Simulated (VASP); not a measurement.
Runs of VASP 6.6.1 on Sb. The structure is that of space group Im-3m (No. 229), or close to it. The cells are those of the table. 

```csv
cell,k mesh,gap on the mesh (eV),pressure (GPa)
"a = 3.170 Å, angles 109.5°, 1 atom",13 × 13 × 13,none,9.0
"a = 3.263 Å, angles 109.5°, 1 atom",13 × 13 × 13,none,(c)
"a = 3.394 Å, angles 109.5°, 1 atom",13 × 13 × 13,none,(b)
"a = 3.352 Å, angles 109.5°, 1 atom",13 × 13 × 13,none,-2.2
"a = 3.436 Å, angles 109.5°, 1 atom",13 × 13 × 13,none,-4.9
"a = 3.308 Å, angles 109.5°, 1 atom",13 × 13 × 13,none,-0.3
"a = 3.218 Å, angles 109.5°, 1 atom",13 × 13 × 13,none,5.2
"a = 3.308 Å, angles 109.5°, 1 atom",19 × 19 × 19,none,(a)
```

Alike in all rows: task single point; level RPBE; potentials or basis VASP PAW PBE potentials, release 64 (Sb); no spin polarisation; cutoff (eV) 520; smearing fermi-dirac 0.1 eV.

Task: Fill in the values left out.

Result: (a) -0.2; (b) -3.7; (c) 2.2.

Caveats: the PAW data sets were made with another functional, which shifts forces and pressure a little; spin-orbit coupling is left out, which moves the levels of the heavy elements.

A k mesh can miss the band edges, and the runs leave out spin-orbit coupling on Sb.

A gap of «none» marks levels without a gap at the run's occupations.
